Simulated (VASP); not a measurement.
Here is a VASP 6.6.1 calculation.

Contents of INCAR:

```
  PREC = Accurate
  ENCUT = 600
  EDIFF = 1E-6
  ISMEAR = 1
  SIGMA = 0.1
  LREAL = False
  LASPH = True
  NELM = 100
  ALGO = Normal
  ISIF = 3
  LWAVE = False
  LCHARG = False
  IBRION = 2
  NSW = 60
  EDIFFG = -0.02
```

The input KPOINTS:

```
Automatic mesh
0
Gamma
  10 10 10
```

POSCAR

```
W
1.0
   -1.5823450000      1.5823450000      1.5823450000
    1.5823450000     -1.5823450000      1.5823450000
    1.5823450000      1.5823450000     -1.5823450000
W
1
Direct
    0.0000000000      0.0000000000      0.0000000000
```

Potentials or basis: VASP PAW LDA potentials, release 64 (W_sv).

Command:

```sh
$ cat potpaw_LDA.64/W_sv/POTCAR > POTCAR
$ mpirun -np 1 vasp_std > vasp.out
```

(1) Predict the relaxed cell.

(2) What does it give for the space group after relaxing (to 0.05 Å)?

(3) Estimate the relaxed volume.

(4) Predict the band gap on the k mesh.

Answers

(1) a = 2.722 Å, b = 2.722 Å, c = 2.722 Å, α = 109.47°, β = 109.47°, γ = 109.47°.

(2) Im-3m (No. 229).

(3) 15.53 Å³/atom.

(4) zero (band 7 reaches 16.90 eV, above the bottom of band 8 at 10.31 eV).

Caveat: spin-orbit coupling is left out, which moves the levels of the heavy elements.
